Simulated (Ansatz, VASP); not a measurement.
# Ni in VASP and in Ansatz

```
Ni
1.0
     0.00000    1.72332    1.72332
     1.72332    0.00000    1.72332
     1.72332    1.72332    0.00000
Ni
1
Direct
  0.00000 0.00000 0.00000
```

Alike in both runs: task single point; functional PBE; k mesh 20 × 20 × 20; occupations gaussian, width 0.1 eV; collinear spin.

|  | VASP | Ansatz |
| --- | --- | --- |
| version | VASP 6.6.1 | Ansatz 0.2.0 |
| potentials or method | VASP PAW PBE potentials, release 64 (Ni), cutoff 520 eV | scalar-relativistic, plane waves, PAW |
| valence electrons in the cell | 10 | 18 |

|  | VASP | Ansatz | Ansatz less VASP |
| --- | --- | --- | --- |
| gap on the k mesh at the Fermi level (eV) | none | none | - |
| pressure (GPa) | 14.0 | 14.4 | +0.36 |
| net moment per atom (μB) | 0.62 | 0.63 | +0.010 |
| size of the moment on the site where the two differ most (μB) | 0.63 | 0.67 | +0.039 |

Site moments also hang on the region over which each program counts them. A gap of «none» marks a metal or a gap that the smearing closes. The functional is the same, so the differences come from potentials, cutoffs and numerics. VASP's potentials hold 10 valence electrons a cell and Ansatz's 18, so a difference there can come from the potentials and not from the codes.
